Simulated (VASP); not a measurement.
Runs of VASP 6.6.1 on NaH. The structure is that of space group F-43m (No. 216), or close to it. The cells are those of the table. 

```tsv
cell	gap on the mesh (eV)	pressure (GPa)
a = 3.733 Å, angles 60.0°, 2 atoms	(b)	-0.6
a = 3.673 Å, angles 60.0°, 2 atoms	3.61	0.2
a = 3.791 Å, angles 60.0°, 2 atoms	3.54	(a)
a = 3.610 Å, angles 60.0°, 2 atoms	3.65	1.3
a = 3.546 Å, angles 60.0°, 2 atoms	3.69	(c)
```

Alike in all rows: task single point; level PBE; potentials or basis VASP PAW PBE potentials, release 64 (Na_pv, H); no spin polarisation; k mesh 4 × 4 × 4; cutoff (eV) 520; smearing gaussian 0.01 eV.

Question: Estimate the missing entries.

Answer: (a) -1.2; (b) 3.57; (c) 2.6.

Caveats: all runs use coarse meshes.

A k mesh can miss the band edges.
